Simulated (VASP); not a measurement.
# CuO (Cccm) in VASP: notebook, part 2 of 2

VASP 6.6.1. The steps go on from the part before.

### Step 4. Relaxation of cell and atoms, PBEsol+U

File INCAR:

```
  ALGO = Normal
  EDIFF = 1E-6
  EDIFFG = -0.01
  ENCUT = 600
  GGA = PS
  IBRION = 2
  ISIF = 3
  ISMEAR = -1
  LASPH = True
  LCHARG = False
  LDAU = True
  LDAUJ = 0 0
  LDAUL = 2 -1
  LDAUPRINT = 1
  LDAUTYPE = 2
  LDAUU = 4 0
  LMAXMIX = 4
  LREAL = False
  LWAVE = False
  NELM = 150
  NSW = 60
  PREC = Accurate
  SIGMA = 0.05
```

File KPOINTS:

```
k-points
0
Gamma
  9 9 5
```

File POSCAR:

```
CuO
1.0
    1.9909680000     -2.1535500000      0.0000000000
    1.9909680000      2.1535500000      0.0000000000
    0.0000000000      0.0000000000      5.1559280000
Cu O
2 2
Direct
    0.5000000000      0.0000000000      0.0000000000
    0.0000000000      0.5000000000      0.5000000000
    0.5000000000      0.5000000000      0.2500000000
    0.5000000000      0.5000000000      0.7500000000
```

Potentials or basis: VASP PAW PBE potentials, release 64 (Cu, O).

On the command line:

```bash
$ cat potpaw_PBE.64/Cu/POTCAR potpaw_PBE.64/O/POTCAR > POTCAR
$ mpirun -np 1 vasp_std > vasp.out
```

OUTCAR:

```text
EDIFF = 1E-6
   EDIFFG = -0.01
   ENCUT = 600
   GGA = PS
   IBRION = 2
   ISIF = 3
   ISMEAR = -1
   LASPH = True
   LREAL = False
   NELM = 150
   NSW = 60
   PREC = Accurate

 ion  position               nearest neighbor table
   1  0.500  0.000  0.000-   3 1.95   4 1.95   3 1.95   4 1.95
   2  0.000  0.500  0.500-   3 1.95   4 1.95   3 1.95   4 1.95
   3  0.500  0.500  0.250-   1 1.95   2 1.95   1 1.95   2 1.95
   4  0.500  0.500  0.750-   1 1.95   2 1.95   1 1.95   2 1.95

  LATTYP: Found a base centered orthorhombic cell.
 ALAT       =     3.9819360000
 B/A-ratio  =     1.0816597755
 C/A-ratio  =     1.2948294498

  Lattice vectors:

 A1 = (   1.9909680000,  -2.1535500000,   0.0000000000)
 A2 = (   1.9909680000,   2.1535500000,   0.0000000000)
 A3 = (   0.0000000000,   0.0000000000,   5.1559280000)

Analysis of symmetry for initial positions (statically):
=====================================================================
 Subroutine PRICEL returns:
 Original cell was already a primitive cell.

 Routine SETGRP: Setting up the symmetry group for a
 base centered orthorhombic supercell.

 Subroutine GETGRP returns: Found  8 space group operations
 (whereof  4 operations were pure point group operations)
 out of a pool of  8 trial point group operations.

The static configuration has the point symmetry C_2h.
 The point group associated with its full space group is D_2h.

Analysis of symmetry for dynamics (positions and initial velocities):
=====================================================================
 Subroutine PRICEL returns:
 Original cell was already a primitive cell.

 Routine SETGRP: Setting up the symmetry group for a
[... 394 lines left out ...]
  0.0161  0.0000  0.9681  0.0000  0.0000
  0.0000  0.0813  0.0000  0.8809  0.0000
 -0.0000  0.0000  0.0000  0.0000  0.9623

spin component  2

  0.9435  0.0000  0.0161  0.0000 -0.0000
  0.0000  0.8809  0.0000  0.0813  0.0000
  0.0161  0.0000  0.9681  0.0000  0.0000
  0.0000  0.0813  0.0000  0.8809  0.0000
 -0.0000  0.0000  0.0000  0.0000  0.9623

 occupancies and eigenvectors

  o =  0.7997  v = -0.0000 -0.7071  0.0000  0.7071  0.0000  0.0000  0.0000  0.0000  0.0000  0.0000      0.0000  0.0000  0.0000  0.0000  0.0000  0.0000  0.0000  0.0000  0.0000  0.0000
  o =  0.7997  v =  0.0000  0.0000  0.0000  0.0000  0.0000 -0.0000 -0.7071  0.0000  0.7071  0.0000      0.0000  0.0000  0.0000  0.0000  0.0000  0.0000  0.0000  0.0000  0.0000  0.0000
  o =  0.9355  v =  0.8963  0.0000 -0.4434  0.0000  0.0003  0.0000  0.0000  0.0000  0.0000  0.0000      0.0000  0.0000  0.0000  0.0000  0.0000  0.0000  0.0000  0.0000  0.0000  0.0000
  o =  0.9355  v =  0.0000  0.0000  0.0000  0.0000  0.0000  0.8963  0.0000 -0.4434  0.0000  0.0003      0.0000  0.0000  0.0000  0.0000  0.0000  0.0000  0.0000  0.0000  0.0000  0.0000
  o =  0.9622  v = -0.0000  0.7071 -0.0000  0.7071 -0.0000  0.0000  0.0000  0.0000  0.0000  0.0000      0.0000  0.0000  0.0000  0.0000  0.0000  0.0000  0.0000  0.0000  0.0000  0.0000
  o =  0.9622  v =  0.0000  0.0000  0.0000  0.0000  0.0000 -0.0000  0.7071 -0.0000  0.7071 -0.0000      0.0000  0.0000  0.0000  0.0000  0.0000  0.0000  0.0000  0.0000  0.0000  0.0000
  o =  0.9623  v =  0.0000  0.0000  0.0000  0.0000  0.0000  0.0006 -0.0000  0.0007 -0.0000 -1.0000      0.0000  0.0000  0.0000  0.0000  0.0000  0.0000  0.0000  0.0000  0.0000  0.0000
  o =  0.9623  v =  0.0006 -0.0000  0.0007 -0.0000 -1.0000  0.0000  0.0000  0.0000  0.0000  0.0000      0.0000  0.0000  0.0000  0.0000  0.0000  0.0000  0.0000  0.0000  0.0000  0.0000
  o =  0.9760  v =  0.0000  0.0000  0.0000  0.0000  0.0000 -0.4434 -0.0000 -0.8963 -0.0000 -0.0009      0.0000  0.0000  0.0000  0.0000  0.0000  0.0000  0.0000  0.0000  0.0000  0.0000
  o =  0.9760  v = -0.4434 -0.0000 -0.8963 -0.0000 -0.0009  0.0000  0.0000  0.0000  0.0000  0.0000      0.0000  0.0000  0.0000  0.0000  0.0000  0.0000  0.0000  0.0000  0.0000  0.0000

--------------------------------------- Ionic step       24  -------------------------------------------

 number of electron      33.9999983 magnetization

 Free energy of the ion-electron system (eV)
  ---------------------------------------------------
  ext. energy  EPLUGINS =         0.00000000
  ---------------------------------------------------
  free energy    TOTEN  =       -18.75619171 eV

  energy without entropy =      -18.73749173  energy(sigma->0) =      -18.74684172

 E-fermi :   5.0028     XC(G=0): -11.8371

 val. band max:        4.9917527246   @ k =   0.4444   0.4444   0.4000
 cond. band min:       5.0339492252   @ k =   0.4444   0.2222   0.4000
 fundamental gap:      0.0421965006
 Fermi energy:         5.0027756871

 k-point     1 :       0.0000    0.0000    0.0000
  band No.  band energies     occupation
      1     -14.9189      2.00000
      2     -13.4468      2.00000
      3      -3.5960      2.00000
      4      -0.8770      2.00000
      5      -0.8761      2.00000
      6       0.4297      2.00000
[... 565 lines left out ...]
     20      12.1642      0.00000
     21      15.4246      0.00000

 [... further k-points ...]

------------------------ aborting loop because EDIFF is reached ----------------------------------------

  FORCE on cell =-STRESS in cart. coord.  units (eV):
  Direction    XX          YY          ZZ          XY          YZ          ZX
  --------------------------------------------------------------------------------------
  -------------------------------------------------------------------------------------
  Total        0.0032168     -0.0058585     -0.0055918      0.0000000      0.0000000      0.0000000
  in kB        0.1226493     -0.2233730     -0.2132045      0.0000000      0.0000000      0.0000000
  external PRESSURE =      -0.1046427 kB  Pullay stress =       0.0000000 kB
[... 19 lines left out ...]
  FREE ENERGIE OF THE ION-ELECTRON SYSTEM (eV)
  ---------------------------------------------------
  free  energy   TOTEN  =       -18.7561917119 eV

  energy  without entropy=      -18.7374917278  energy(sigma->0) =      -18.74684172

 reached required accuracy - stopping structural energy minimisation
```

It took 19 min on 1 thread of Oxide Virtual Turin-like, shared host; peak memory 0.19 GiB.

Results:

| Property | Result |
| --- | --- |
| Free energy | -18.7562 eV |
| Relaxed volume | 10.51 Å³/atom |
| Relaxed cell | a = 2.875 Å, b = 2.875 Å, c = 5.082 Å, α = 90.00°, β = 90.00°, γ = 90.02° |
| Space group after relaxing (to 0.1 Å) | P4_2/mmc (No. 131) |
| Energy gained by relaxing | 15.0 meV/atom |
| Ionic steps | 24 |
| Pressure after relaxing | 0.0 GPa |
| Band gap on the k mesh | zero (bands 17 and 18 overlap by 1.05 eV) |

Step by step:
| step | energy change (eV) | largest force (eV/Å) | pressure (GPa) | volume (Å³) |
| --- | --- | --- | --- | --- |
| 1 | 0.0000 | 0.0000 | -7.72 | 44.21 |
| 2 | -0.0372 | 0.0000 | 5.11 | 40.89 |
| 3 | -0.0563 | 0.0000 | -0.15 | 42.06 |
| 4 | -0.0562 | 0.0000 | 0.10 | 42.01 |
| 5 | -0.0574 | 0.0000 | 0.24 | 41.95 |
| 6 | -0.0579 | 0.0000 | 0.28 | 41.90 |
| 7 | -0.0578 | 0.0000 | 0.43 | 41.79 |
| 8 | -0.0580 | 0.0000 | 0.13 | 41.85 |
| 9 | -0.0580 | 0.0000 | 0.27 | 41.84 |
| 10 | -0.0580 | 0.0000 | 0.24 | 41.84 |
| 11 | -0.0581 | 0.0000 | -0.20 | 41.96 |
| 12 | -0.0581 | 0.0000 | -0.23 | 41.94 |
| 13 | -0.0581 | 0.0000 | -0.14 | 41.91 |
| 14 | -0.0582 | 0.0000 | 0.04 | 41.92 |
| 15 | -0.0586 | 0.0000 | 0.12 | 41.96 |
| 16 | -0.0591 | 0.0000 | -0.13 | 42.02 |
| 17 | -0.0596 | 0.0000 | -0.29 | 42.12 |
| 18 | -0.0598 | 0.0000 | 0.06 | 42.06 |
| 19 | -0.0599 | 0.0000 | -0.03 | 42.03 |
| 20 | -0.0599 | 0.0000 | 0.31 | 41.99 |
| 21 | -0.0601 | 0.0000 | 0.34 | 42.00 |
| 22 | -0.0602 | 0.0000 | 0.20 | 42.01 |
| 23 | -0.0601 | 0.0000 | -0.26 | 42.06 |
| 24 | -0.0602 | 0.0000 | -0.01 | 42.02 |

Final structure:
```cif
data_structure
_symmetry_space_group_name_H-M 'P 1'
_symmetry_Int_Tables_number 1
_cell_length_a 2.8754
_cell_length_b 2.8754
_cell_length_c 5.0822
_cell_angle_alpha 90.000
_cell_angle_beta 90.000
_cell_angle_gamma 90.020
_cell_volume 42.02
loop_
_atom_site_label
_atom_site_type_symbol
_atom_site_fract_x
_atom_site_fract_y
_atom_site_fract_z
_atom_site_occupancy
Cu1 Cu 0.50000 0.00000 0.00000 1
Cu2 Cu 0.00000 0.50000 0.50000 1
O1 O 0.50000 0.50000 0.25000 1
O2 O 0.50000 0.50000 0.75000 1
```

Eigenvalues of the final occupation matrices:
| site | spin | trace | eigenvalues |
| --- | --- | --- | --- |
| site 1 d | 1 | 4.64 | 0.80 0.94 0.96 0.96 0.98 |
| site 1 d | 2 | 4.64 | 0.80 0.94 0.96 0.96 0.98 |
| site 2 d | 1 | 4.64 | 0.80 0.94 0.96 0.96 0.98 |
| site 2 d | 2 | 4.64 | 0.80 0.94 0.96 0.96 0.98 |

Caveat: the PAW data sets were made with another functional, which shifts forces and pressure a little; U without spin polarisation on a metal has little footing.

### Step 5. The runs side by side

```tsv
task	level	U	cell	k mesh	cutoff (eV)	grid for exact exchange (PRECFOCK)	share of exact exchange	gap on the mesh (eV)	pressure (GPa)	relaxed volume (Å³/atom)
relaxation of cell and atoms	r2SCAN+U	Cu d U = 5.3 eV	relaxed	9 × 9 × 5	600	-	-	none	-0.1	10.50
single point	PBE0	-	as given	5 × 5 × 3	520	Normal	0.25	none	-3.1	-
relaxation of cell and atoms	PBEsol+U	Cu d U = 4.0 eV	relaxed	9 × 9 × 5	600	-	-	none	0.0	10.51
```

Alike in all rows: potentials or basis VASP PAW PBE potentials, release 64 (Cu, O); no spin polarisation; smearing fermi-dirac 0.05 eV.

Caveats: some runs use coarse meshes; the PAW data sets were made with another functional, which shifts forces and pressure a little; U without spin polarisation on a metal has little footing (at least some runs).

Absolute energies hang on the potentials; compare differences alone.

The gap in the log of VASP goes by the Fermi energy; the results here count the filled bands.